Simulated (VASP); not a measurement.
# HfBi3O in VASP: notebook

The runs below take HfBi3O through single point, with PBE.

Everything below comes from runs of VASP 6.6.1. Logs are shortened: lines on timing, memory, paths and dates and some standing lists are left out, and cuts for length are marked.

## 1. The cell of the first run

Symmetry: P4mm, No. 99, tetragonal system. Conventional cell: a = 5.568 Å, b = 5.568 Å, c = 5.651 Å, α = 90.00°, β = 90.00°, γ = 90.00°. Hf (site symmetry 4mm) has 6 Bi at 2.78 to 2.83 Å within 3.7 Å. Within 3.7 Å of Bi (site symmetry 4mm) lie 2 Hf at 2.83 Å. Bi (site symmetry 2mm) has 2 Hf at 2.78 Å and 2 O at 2.78 Å within 3.7 Å. Within 3.7 Å of O (site symmetry 4mm) lie 4 Bi at 2.78 Å.

The cell was built from a structure type or drawn by symmetry, and may not be a known phase.

## 2. Single point, PBE

Contents of INCAR:

```
  PREC = Accurate
  ENCUT = 520
  EDIFF = 1E-7
  ISMEAR = 0
  SIGMA = 0.1
  LREAL = False
  LASPH = True
  NELM = 60
  ALGO = Normal
  ISIF = 2
  LWAVE = False
  LCHARG = False
  GGA = PE
  NBANDS = 38
```

Contents of KPOINTS:

```
regular mesh
0
Gamma
  4 4 4
```

Contents of POSCAR:

```
HfBi3O
1.0
    5.5675911332      0.0000000000      0.0000000000
    0.0000000000      5.5675911332      0.0000000000
    0.0000000000      0.0000000000      5.6511406412
Hf Bi O
1 3 1
Direct
    0.5000000000      0.5000000000      0.6087552273
    0.5000000000      0.5000000000      0.1087837020
    0.5000000000      0.0000000000      0.6088329565
    0.0000000000      0.5000000000      0.6088329565
    0.0000000000      0.0000000000     -0.3922047922
```

Potentials or basis: VASP PAW PBE potentials, release 64 (Hf_pv, Bi_d, O).

Started as:

```bash
cat potpaw_PBE.64/Hf_pv/POTCAR potpaw_PBE.64/Bi_d/POTCAR potpaw_PBE.64/O/POTCAR > POTCAR
mpirun -np 1 vasp_std > vasp.out
```

OUTCAR:

```text
PREC = Accurate
   ENCUT = 520
   EDIFF = 1E-7
   ISMEAR = 0
   LREAL = False
   LASPH = True
   NELM = 60
   ISIF = 2
   GGA = PE

 ion  position               nearest neighbor table
   1  0.500  0.500  0.609-   3 2.78   4 2.78   3 2.78   4 2.78   2 2.83   2 2.83
   2  0.500  0.500  0.109-   1 2.83   1 2.83
   3  0.500  0.000  0.609-   1 2.78   1 2.78   5 2.78   5 2.78
   4  0.000  0.500  0.609-   1 2.78   1 2.78   5 2.78   5 2.78
   5  0.000  0.000  0.608-   3 2.78   4 2.78   4 2.78   3 2.78

  LATTYP: Found a simple tetragonal cell.
 ALAT       =     5.5675911332
 C/A-ratio  =     1.0150064015

  Lattice vectors:

 A1 = (   5.5675911332,   0.0000000000,   0.0000000000)
 A2 = (   0.0000000000,   5.5675911332,   0.0000000000)
 A3 = (   0.0000000000,   0.0000000000,   5.6511406412)

Analysis of symmetry for initial positions (statically):
=====================================================================
 Subroutine PRICEL returns:
 Original cell was already a primitive cell.

 Routine SETGRP: Setting up the symmetry group for a
 simple tetragonal supercell.

 Subroutine GETGRP returns: Found  8 space group operations
 (whereof  8 operations were pure point group operations)
 out of a pool of 16 trial point group operations.

The static configuration has the point symmetry C_4v.

Analysis of symmetry for dynamics (positions and initial velocities):
=====================================================================
 Subroutine PRICEL returns:
 Original cell was already a primitive cell.

 Routine SETGRP: Setting up the symmetry group for a
 simple tetragonal supercell.

 Subroutine GETGRP returns: Found  8 space group operations
 (whereof  8 operations were pure point group operations)
 out of a pool of 16 trial point group operations.

The dynamic configuration has the point symmetry C_4v.

 Subroutine INISYM returns: Found  8 space group operations
 (whereof  8 operations are pure point group operations),
 and found     1 'primitive' translations

----------------------------------------------------------------------------------------

                                     Primitive cell

  volume of cell :     175.1745

  direct lattice vectors                    reciprocal lattice vectors
     5.567591133  0.000000000  0.000000000     0.179610890  0.000000000  0.000000000
     0.000000000  5.567591133  0.000000000     0.000000000  0.179610890  0.000000000
     0.000000000  0.000000000  5.651140641     0.000000000  0.000000000  0.176955426

  length of vectors
     5.567591133  5.567591133  5.651140641     0.179610890  0.179610890  0.176955426

  position of ions in fractional coordinates (direct lattice)
     0.500000000  0.500000000  0.608755227
     0.500000000  0.500000000  0.108783702
     0.500000000  0.000000000  0.608832957
     0.000000000  0.500000000  0.608832957
     0.000000000  0.000000000  0.607795208

  ion indices of the primitive-cell ions
   primitive index   ion index
                 1           1
                 2           2
                 3           3
                 4           4
                 5           5

----------------------------------------------------------------------------------------

 KPOINTS: regular mesh

Automatic generation of k-mesh.
 Grid dimensions read from file:
 generate k-points for:    4    4    4

 Generating k-lattice:

  Cartesian coordinates                     Fractional coordinates (reciprocal lattice)
     0.044902723  0.000000000  0.000000000     0.250000000  0.000000000  0.000000000
     0.000000000  0.044902723  0.000000000     0.000000000  0.250000000  0.000000000
     0.000000000  0.000000000  0.044238857     0.000000000  0.000000000  0.250000000

  Length of vectors
     0.044902723  0.044902723  0.044238857

  Shift w.r.t. Gamma in fractional coordinates (k-lattice)
     0.000000000  0.000000000  0.000000000

 Subroutine IBZKPT returns following result:
 ===========================================

 Found     18 irreducible k-points:

 Following reciprocal coordinates:
            Coordinates               Weight
  0.000000  0.000000  0.000000      1.000000
  0.250000  0.000000  0.000000      4.000000
  0.500000  0.000000  0.000000      2.000000
  0.250000  0.250000  0.000000      4.000000
  0.500000  0.250000  0.000000      4.000000
  0.500000  0.500000  0.000000      1.000000
[... 10 lines left out ...]
  0.500000  0.250000  0.500000      4.000000
  0.500000  0.500000  0.500000      1.000000
   k-points           NKPTS =     18   k-points in BZ     NKDIM =     18   number of bands    NBANDS=     38
   number of dos      NEDOS =    301   number of ions     NIONS =      5
   total plane-waves  NPLWV =  74088
   dimension x,y,z NGX =    42 NGY =   42 NGZ =   42
   dimension x,y,z NGXF=    84 NGYF=   84 NGZF=   84
   ions per type =               1   3   1
   NGX,Y,Z   is equivalent  to a cutoff of  12.54, 12.54, 12.36 a.u.
   NGXF,Y,Z  is equivalent  to a cutoff of  25.08, 25.08, 24.71 a.u.
 SYSTEM =  unknown system
   PREC   = accura    normal or accurate (medium, high low for compatibility)
   ISTART =      0    job   : 0-new  1-cont  2-samecut
   ICHARG =      2    charge: 1-file 2-atom 10-const
   ISPIN  =      1    spin polarized calculation?
   LNONCOLLINEAR =      F non collinear calculations
   LSORBIT =      F    spin-orbit coupling
   LASPH  =      T    aspherical Exc in radial PAW
   ENCUT  =  520.0 eV  38.22 Ry    6.18 a.u.  10.35 10.35 10.51*2*pi/ulx,y,z
   NELM   =     60;   NELMIN=  2; NELMDL= -5     # of ELM steps
   EDIFF  = 0.1E-06   stopping-criterion for ELM
   LREAL  =      F    real-space projection
   EDIFFG = 0.1E-05   stopping-criterion for IOM
   NSW    =      0    number of steps for IOM
   IBRION =     -1    ionic relax: 0-MD 1-quasi-New 2-CG
   NFREE  =      0    steps in history (QN), initial steepest desc. (CG)
   ISIF   =      2    stress and relaxation
   ISYM   =      2    0-nonsym 1-usesym 2-fastsym
   POTIM  = 0.5000    time-step for ionic-motion
   TEBEG  =    0.0;   TEEND  =   0.0 temperature during run
   PSTRESS=    0.0 pullay stress
   NELECT =      61.0000    total number of electrons
   NUPDOWN=      -1.0000    fix difference up-down
   EMIN   =  10.00;   EMAX   =-10.00  energy-range for DOS
   EFERMI =   0.00;   METHOD = LEGACY
   ISMEAR =     0;   SIGMA  =   0.10  broadening in eV -4-tet -1-fermi 0-gaus
   EFERMI_NEDOS =   21; number of points for ismear=-14 and -15
   IALGO  =     38    algorithm
   IMIX   =      4    mixing-type and parameters
     AMIX     =   0.40;   BMIX     =  1.00
     AMIX_MAG =   1.60;   BMIX_MAG =  1.00
  volume/ion in A,a.u.               =      35.03       236.43
  Fermi-wavevector in a.u.,A,eV,Ry     =   1.151758  2.176507 18.048756  1.326546
  Thomas-Fermi vector in A             =   2.288413
   LORBIT       =      0    0 simple, 1 ext, 2 COOP (PROOUT), +10 PAW based schemes
   GGA     = PE    functional components
   LHFCALC =     F    Hartree Fock is set to
   AEXX    =    0.0000 exact exchange contribution
   IVDW    =     0    specifies the selected vdW correction
   LEPSILON=     F    determine dielectric tensor
   LRPA    =     F    only Hartree local field effects (RPA)
 non-spin polarized calculation
 Gauss-broadening in eV      SIGMA  =   0.10
  energy-cutoff  :      520.00
  volume of cell :      175.17
 maximum number of plane-waves:      4753
 NGX is ok and might be reduce to    42
   NGX = 21   NGY = 21   NGZ = 21

 number of electron      61.0000021 magnetization

 Free energy of the ion-electron system (eV)
  ---------------------------------------------------
  ext. energy  EPLUGINS =         0.00000000
  ---------------------------------------------------
  free energy    TOTEN  =       -25.33838248 eV

  energy without entropy =      -25.32457212  energy(sigma->0) =      -25.33147730

 E-fermi :   3.2019     XC(G=0):  -8.3765

 val. band max:        3.1227616980   @ k =   0.2500   0.0000   0.0000
 cond. band min:       3.2558408125   @ k =   0.2500   0.2500   0.0000
 fundamental gap:      0.1330791146
 Fermi energy:         3.2018773546

 k-point     1 :       0.0000    0.0000    0.0000
  band No.  band energies     occupation
      1     -27.6277      2.00000
      2     -27.6277      2.00000
      3     -27.5314      2.00000
      4     -19.6016      2.00000
      5     -19.5887      2.00000
      6     -19.5887      2.00000
[... 30 lines left out ...]
     37       6.4892      0.00000
     38       6.4893      0.00000

 k-point     2 :       0.2500    0.0000    0.0000
  band No.  band energies     occupation
      1     -27.6434      2.00000
      2     -27.6282      2.00000
      3     -27.5319      2.00000
      4     -19.5956      2.00000
      5     -19.5887      2.00000
      6     -19.5885      2.00000
[... 30 lines left out ...]
     37       6.2917      0.00000
     38       6.5801      0.00000

 k-point     3 :       0.5000    0.0000    0.0000
  band No.  band energies     occupation
      1     -27.6590      2.00000
      2     -27.6286      2.00000
      3     -27.5323      2.00000
      4     -19.5886      2.00000
      5     -19.5883      2.00000
      6     -19.5839      2.00000
[... 30 lines left out ...]
     37       6.5858      0.00000
     38       6.6598      0.00000

 k-point     4 :       0.2500    0.2500    0.0000
  band No.  band energies     occupation
      1     -27.6439      2.00000
      2     -27.6439      2.00000
      3     -27.5323      2.00000
      4     -19.5916      2.00000
      5     -19.5912      2.00000
      6     -19.5855      2.00000
[... 30 lines left out ...]
     37       6.3748      0.00000
     38       6.4428      0.00000
[... 457 lines left out ...]
      4     -19.5917      2.00000
      5     -19.5912      2.00000
      6     -19.5855      2.00000
[... 30 lines left out ...]
     37       6.4113      0.00000
     38       8.5078      0.00000

 k-point    17 :       0.5000    0.2500    0.5000
  band No.  band energies     occupation
      1     -27.6601      2.00000
      2     -27.6450      2.00000
      3     -27.5567      2.00000
      4     -19.5931      2.00000
      5     -19.5842      2.00000
      6     -19.5832      2.00000
[... 30 lines left out ...]
     37       7.3392      0.00000
     38       8.0848      0.00000

 k-point    18 :       0.5000    0.5000    0.5000
  band No.  band energies     occupation
      1     -27.6606      2.00000
      2     -27.6606      2.00000
      3     -27.5572      2.00000
      4     -19.5950      2.00000
      5     -19.5824      2.00000
      6     -19.5822      2.00000
[... 30 lines left out ...]
     37       7.2155      0.00000
     38       7.6728      0.00000

------------------------ aborting loop because EDIFF is reached ----------------------------------------

  FORCE on cell =-STRESS in cart. coord.  units (eV):
  Direction    XX          YY          ZZ          XY          YZ          ZX
  --------------------------------------------------------------------------------------
  -------------------------------------------------------------------------------------
  Total       -0.2355617     -0.2355617     -0.3749779      0.0000000      0.0000000      0.0000000
  in kB       -2.1544901     -2.1544901     -3.4296154      0.0000000      0.0000000      0.0000000
  external PRESSURE =      -2.5795318 kB  Pullay stress =       0.0000000 kB

 VOLUME and BASIS-vectors are now :
 -----------------------------------------------------------------------------
  energy-cutoff  :      520.00
  volume of cell :      175.17
      direct lattice vectors                 reciprocal lattice vectors
     5.567591133  0.000000000  0.000000000     0.179610890  0.000000000  0.000000000
     0.000000000  5.567591133  0.000000000     0.000000000  0.179610890  0.000000000
     0.000000000  0.000000000  5.651140641     0.000000000  0.000000000  0.176955426

 POSITION                                       TOTAL-FORCE (eV/Angst)
 -----------------------------------------------------------------------------------
      2.78380      2.78380      3.44016         0.000000     -0.000000      0.003389
      2.78380      2.78380      0.61475         0.000000      0.000000     -0.000453
      2.78380      0.00000      3.44060         0.000000     -0.000000     -0.007152
      0.00000      2.78380      3.44060         0.000000     -0.000000     -0.007152
      0.00000      0.00000      3.43474         0.000000     -0.000000      0.011369
 -----------------------------------------------------------------------------------
    total drift:                                0.000000     -0.000000     -0.001442

  FREE ENERGIE OF THE ION-ELECTRON SYSTEM (eV)
  ---------------------------------------------------
  free  energy   TOTEN  =       -25.3383824766 eV

  energy  without entropy=      -25.3245721208  energy(sigma->0) =      -25.33147730
```

It took 5 min on 1 thread of Intel Xeon 8259CL, shared host; peak memory 0.33 GiB.

Results:

| Quantity | Value |
| --- | --- |
| Free energy | -25.3384 eV |
| Pressure | -0.3 GPa |
| Largest force | 0.011 eV/Å |
| Band gap on the k mesh | zero (an odd number of electrons rules out a gap without spin polarisation) |

Forces on the atoms (eV/Å):
```
Hf   0.000  0.000  0.003
Bi   0.000  0.000  0.000
Bi   0.000  0.000 -0.007
Bi   0.000  0.000 -0.007
O    0.000  0.000  0.011
```

Stress tensor (GPa, compression positive):
```
-0.22  0.00  0.00
 0.00 -0.22  0.00
 0.00  0.00 -0.34
```

Caveat: spin-orbit coupling is left out, which moves the levels of the heavy elements; an odd number of electrons without spin polarisation forces a metal; a magnetic or distorted state may lie lower.

## 3. Single point, PBE

This run uses another cell than the first one, of 34.96 Å³/atom.

Contents of INCAR:

```
SYSTEM = HfBi3O
PREC = Accurate ; ENCUT = 520
EDIFF = 1E-6 ; ISMEAR = 0
SIGMA = 0.1 ; LREAL = .False.
LASPH = .True. ; NELM = 100
ALGO = Normal ; ISIF = 2
LWAVE = .False. ; LCHARG = .True.
GGA = PE ; LELF = .True.
LVHAR = .True. ; NBANDS = 38
```

Contents of KPOINTS:

```
Automatic mesh
0
Gamma
  8 8 8
  0 0 0
```

Contents of POSCAR:

```
HfBi3O
1.0
    5.5618095595      0.0000000000      0.0000000000
    0.0000000000      5.5618095595      0.0000000000
    0.0000000000      0.0000000000      5.6510382824
Hf Bi O
1 3 1
Direct
    0.5000000000      0.5000000000      0.5000000000
    0.5000000000      0.5000000000      0.0000000000
    0.5000000000      0.0000000000      0.5000000000
    0.0000000000      0.5000000000      0.5000000000
    0.0000000000      0.0000000000      0.5000000000
```

Potentials or basis: VASP PAW PBE potentials, release 64 (Hf_pv, Bi_d, O).

Started as:

```bash
cat potpaw_PBE.64/Hf_pv/POTCAR potpaw_PBE.64/Bi_d/POTCAR potpaw_PBE.64/O/POTCAR > POTCAR
mpirun -np 1 vasp_std > vasp.out
```

Run time: 15 min. Hardware: 1 thread of Intel Xeon 8259CL, shared host; peak memory 0.57 GiB.

It converged, with:

| Property | Result |
| --- | --- |
| Free energy | -25.3368 eV |
| Pressure | -0.1 GPa |
| Band gap on the k mesh | zero (an odd number of electrons rules out a gap without spin polarisation) |

Levels at points of the mesh, in eV from the Fermi level:
| k point | band 29 | band 30 | band 31 | band 32 | band 33 | band 34 |
| --- | --- | --- | --- | --- | --- | --- |
| (0.00, 0.00, 0.00) | 0.40 | 0.79 | 0.79 | 0.80 | 1.24 | 1.24 |
| (0.50, 0.00, 0.00) | -0.89 | -0.52 | 0.70 | 0.82 | 0.82 | 1.18 |
| (0.50, 0.50, 0.00) | -1.23 | -1.21 | -1.04 | -0.61 | -0.61 | 2.47 |
| (0.00, 0.00, 0.50) | -0.53 | -0.53 | -0.15 | 0.12 | 0.82 | 3.16 |
| (0.50, 0.00, 0.50) | -1.10 | -0.88 | -0.62 | 0.58 | 0.72 | 2.28 |
| (0.50, 0.50, 0.50) | -1.19 | -1.19 | -1.12 | 2.27 | 2.27 | 2.50 |

Caveat: spin-orbit coupling is left out, which moves the levels of the heavy elements; an odd number of electrons without spin polarisation forces a metal; a magnetic or distorted state may lie lower.

[end of part 1 of 2]
